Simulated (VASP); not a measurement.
Set up this calculation in VASP 6.6.1, as the native input.

```yaml
Task: single point
Functional: PBE
Potentials_or_basis: VASP PAW PBE potentials, release 64 (Sn_d, Ge_d)
Cutoff: 520 eV
k_mesh: 12 × 12 × 12
Occupations: gaussian, width 0.1 eV
Spin: no spin polarisation
Dipole_correction: no
Further_INCAR_settings: ALGO = Normal; EDIFF = 1e-06; NBANDS = 28
```

The structure of SnGe2 lies in POSCAR:

```
SnGe2
1.0
    4.6144995092      0.0000000000      0.0000000000
   -2.3072497546      3.9962738007      0.0000000000
    0.0000000000      0.0000000000      3.7766229510
Sn Ge
1 2
Direct
    0.0000000000      0.0000000000      0.0000000000
    0.3333333333      0.6666666667      0.5000000000
    0.6666666667      0.3333333333      0.5000000000
```

The cell was generated, and may not be a known phase.

These files were run (other wordings do the same):

INCAR

```
  PREC = Accurate
  ENCUT = 520
  EDIFF = 1E-6
  ISMEAR = 0
  SIGMA = 0.1
  LREAL = F
  LASPH = T
  NELM = 100
  ALGO = Normal
  ISIF = 2
  LWAVE = F
  LCHARG = T
  GGA = PE
  LELF = T
  LVHAR = T
  NBANDS = 28
```

KPOINTS

```
regular mesh
0
Gamma
  12 12 12
```

Potentials or basis: VASP PAW PBE potentials, release 64 (Sn_d, Ge_d).

Command:

```sh
$ cat potpaw_PBE.64/Sn_d/POTCAR potpaw_PBE.64/Ge_d/POTCAR > POTCAR
$ mpirun -np 1 vasp_std > vasp.out
```

Results of the run:

| Quantity | Value |
| --- | --- |
| Pressure | 0.0 GPa |
| Band gap on the k mesh | zero (bands 21 and 22 overlap by 2.60 eV) |

Caveat: spin-orbit coupling is left out, which moves the levels of the heavy elements.

Wall time 2.3 min on 1 thread of Intel(R) Xeon(R) Platinum 8259CL CPU @ 2.50GHz (Skylake/Cascade Lake), on a shared host, peak memory 0.35 GiB.
